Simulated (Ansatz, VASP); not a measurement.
# One calculation of WC, two programs

```
CELL_PARAMETERS angstrom
2.90050 0.00000 0.00000
-1.45025 2.51191 0.00000
0.00000 0.00000 2.82900
ATOMIC_POSITIONS crystal
W 0.97116 0.97889 0.00000
C 0.66667 0.33333 0.50000
```

Change from the starting cell: all W atoms moved -0.075 Å, as atom 1 along Cartesian [1 1 0].

Alike in both runs: task single point; functional r2SCAN; k mesh 18 × 18 × 16; occupations gaussian, width 0.15 eV; no spin polarisation.

```csv
,VASP,Ansatz
version,VASP 6.6.1,Ansatz 0.2.0
potentials or method,"VASP PAW PBE potentials, release 64 (W_sv, C), cutoff 520 eV","scalar-relativistic, plane waves, PAW"
valence electrons in the cell,18,18
```

Ansatz gave:

- gap on the k mesh at the Fermi level (eV): none
- pressure (GPa): 5.2
- traceless stress, the component that is largest in VASP (GPa): -2.18
- rms of the force components (eV/Å): 0.682

Problem. Which values does VASP return?

Solution. gap on the k mesh at the Fermi level (eV): none; pressure (GPa): 7.2; traceless stress, the component that is largest in VASP (GPa): -2.37; rms of the force components (eV/Å): 0.687.

VASP's potentials were made for PBE, not for r2SCAN. Atom by atom the forces differ by 0.004 eV/Å (rms over components). A gap of «none» marks a metal or a gap that the smearing closes. The functional is the same, so the differences come from potentials, cutoffs and numerics.

Spin-orbit coupling is off throughout.
